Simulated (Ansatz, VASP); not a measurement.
Ge in VASP and in Ansatz

INCAR

```
SYSTEM = Ge
PREC     = Accurate       ! precision mode
ENCUT    = 520            ! plane-wave cutoff, eV
EDIFF    = 1E-7           ! SCF threshold, eV
ISMEAR   = 0              ! smearing method
SIGMA    = 0.15           ! smearing width, eV
LREAL    = .FALSE.        ! projectors in reciprocal space
LASPH    = .TRUE.         ! aspherical terms in the spheres
NELM     = 80             ! most SCF steps
ALGO     = Normal         ! electronic algorithm
ISIF     = 2              ! what is computed and relaxed
LWAVE    = .FALSE.        ! write WAVECAR
LCHARG   = .FALSE.        ! write CHGCAR
GGA      = PS             ! functional
NBANDS   = 21             ! bands
```

The input KPOINTS:

```
Automatic mesh
0
G
  18 18 18
  0 0 0
```

Contents of POSCAR:

```
Ge
1.0
    0.0000000000      2.8804489374      2.9230171483
    2.8804489374      0.0000000000      2.9230171483
    2.8804489374      2.8804489374      0.0000000000
Ge
2
Direct
    0.5000000000      0.5000000000      0.5000000000
    0.7500000000      0.7500000000      0.7500000000
```

Input for Ansatz:

```yaml
crystal:
  lattice:
    - [0.0, 2.8804489374, 2.9230171483]
    - [2.8804489374, 0.0, 2.9230171483]
    - [2.8804489374, 2.8804489374, 0.0]
  atoms:
    - { symbol: Ge, position: [0.5, 0.5, 0.5] }
    - { symbol: Ge, position: [0.75, 0.75, 0.75] }
basis:
  ecutwfc: 420
kpoints:
  mp_grid: { grid: [18, 18, 18] }
hamiltonian:
  xc: pbesol
scf:
  occupations: { method: gaussian, width: 0.15 }
output:
  forces: true
  stress: true
  eigenvalues: true
```

Change from the starting cell: strain +0.015 along x and y, +0.030 along z, atoms carried along.

Alike in both runs: task single point; functional PBEsol; k mesh 18 × 18 × 18; occupations gaussian, width 0.15 eV; no spin polarisation.

|  | VASP | Ansatz |
| --- | --- | --- |
| version | VASP 6.6.1 | Ansatz 0.2.0 |
| potentials or method | VASP PAW PBE potentials, release 64 (Ge_d), cutoff 520 eV | scalar-relativistic, plane waves, PAW |
| valence electrons in the cell | 28 | 28 |

|  | VASP | Ansatz | Ansatz less VASP |
| --- | --- | --- | --- |
| gap on the k mesh at the Fermi level (eV) | none | none | - |
| pressure (GPa) | -3.5 | -3.5 | +0.08 |
| traceless stress, the component that is largest in VASP (GPa) | -0.67 | -0.66 | +0.003 |

VASP's potentials were made for PBE, not for PBEsol. A gap of «none» marks a metal or a gap that the smearing closes.
